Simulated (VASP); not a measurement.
Set up this calculation in VASP 6.6.1, as the native input.

```
Task                   : single point
Functional             : r2SCAN
Potentials or basis    : VASP PAW PBE potentials, release 64 (In_d, O)
Cutoff                 : 520 eV
k mesh                 : 12 × 12 × 2
Occupations            : gaussian, width 0.05 eV
Spin                   : no spin polarisation
Dipole correction      : no
Further INCAR settings : ALGO = Normal; EDIFF = 1e-06; NBANDS = 27
```

The system is InO, a slab with vacuum.

```
In O
1.0
     3.45361    0.00000    0.00000
    -1.72681    2.99092    0.00000
     0.00000    0.00000   15.87710
In O
2 2
Direct
  0.66667 0.33333 0.59002
  0.66667 0.33333 0.40998
  0.00000 0.00000 0.63987
  0.00000 0.00000 0.36013
```

The input as run:

POSCAR

```
InO
1.0
    3.4536138013      0.0000000000      0.0000000000
   -1.7268069007      2.9909172868      0.0000000000
    0.0000000000      0.0000000000     15.8771000000
In O
2 2
Direct
    0.6666666667      0.3333333333      0.5900210000
    0.6666666667      0.3333333333      0.4099790000
    0.0000000000      0.0000000000      0.6398670000
    0.0000000000      0.0000000000      0.3601330000
```

INCAR.step1

```
SYSTEM = InO
ALGO     = Normal         ! electronic algorithm
EDIFF    = 1E-4           ! SCF threshold, eV
ENCUT    = 520            ! plane-wave cutoff, eV
GGA      = PE             ! functional
ISMEAR   = 0              ! smearing method
LASPH    = .True.         ! aspherical terms in the spheres
LCHARG   = .False.        ! write CHGCAR
LREAL    = .False.        ! projectors in reciprocal space
LWAVE    = .True.         ! write WAVECAR
NBANDS   = 27             ! bands
NELM     = 100            ! most SCF steps
PREC     = Accurate       ! precision mode
SIGMA    = 0.05           ! smearing width, eV
```

INCAR.step2

```
SYSTEM = InO
ALGO     = Normal         ! electronic algorithm
EDIFF    = 1E-6           ! SCF threshold, eV
ENCUT    = 520            ! plane-wave cutoff, eV
ISIF     = 2              ! what is computed and relaxed
ISMEAR   = 0              ! smearing method
ISTART   = 1            
LASPH    = .True.         ! aspherical terms in the spheres
LCHARG   = .True.         ! write CHGCAR
LELF     = .True.         ! ELF
LMIXTAU  = .True.       
LREAL    = .False.        ! projectors in reciprocal space
LVHAR    = .True.       
LWAVE    = .False.        ! write WAVECAR
METAGGA  = R2SCAN         ! meta-GGA
NBANDS   = 27             ! bands
NELM     = 100            ! most SCF steps
PREC     = Accurate       ! precision mode
SIGMA    = 0.05           ! smearing width, eV
```

KPOINTS

```
k-points
0
Gamma
  12 12 2
  0 0 0
```

Potentials or basis: VASP PAW PBE potentials, release 64 (In_d, O).

Launch:

```console
$ cat potpaw_PBE.64/In_d/POTCAR potpaw_PBE.64/O/POTCAR > POTCAR
$ cp INCAR.step1 INCAR
$ mpirun -np 1 vasp_std > vasp.out
$ cp INCAR.step2 INCAR
$ mpirun -np 1 vasp_std > vasp.out
```

It gave:

| Quantity | Value |
| --- | --- |
| Largest force | 0.343 eV/Å |
| Band gap on the k mesh | 0.71 eV (least direct gap 1.44 eV) |

Caveat: the PAW data sets were made with another functional, which shifts forces and pressure a little; spin-orbit coupling is left out, which moves the levels of the heavy elements.

Wall time 27 min on 1 thread of Intel Xeon 8259CL, on a shared host, peak memory 0.42 GiB.
